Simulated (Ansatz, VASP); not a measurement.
## Two plane-wave programs on NaI

```xyz
2
Lattice="0.0000 3.2364 3.1879 3.2364 0.0000 3.1879 3.2364 3.2364 0.0000" Properties=species:S:1:pos:R:3 pbc="T T T"
Na    0.0000    0.0000    0.0000
I     3.2364    3.2364    3.1879
```

Change from the starting cell: strain +0.000 along x and y, -0.015 along z, atoms carried along.

Alike in both runs: task single point; functional PBE; k mesh 6 × 6 × 6; occupations gaussian, width 0.05 eV; no spin polarisation.

|  | VASP | Ansatz |
| --- | --- | --- |
| version | VASP 6.6.1 | Ansatz 0.2.0 |
| potentials or method | VASP PAW PBE potentials, release 64 (Na_pv, I), cutoff 520 eV | scalar-relativistic, plane waves, PAW |
| valence electrons in the cell | 14 | 26 |

```tsv
	VASP	Ansatz	Ansatz less VASP
gap on the k mesh at the Fermi level (eV)	3.68	3.68	+0.004
least direct gap on the mesh (eV)	3.68	3.68	+0.004
pressure (GPa)	0.7	0.7	-0.03
traceless stress, the component that is largest in VASP (GPa)	0.29	0.29	-0.002
```

With one functional, cell and mesh, what is left measures potentials, basis and numerics. VASP's potentials hold 14 valence electrons a cell and Ansatz's 26, so a difference there can come from the potentials and not from the codes.

Neither program's run includes spin-orbit coupling.
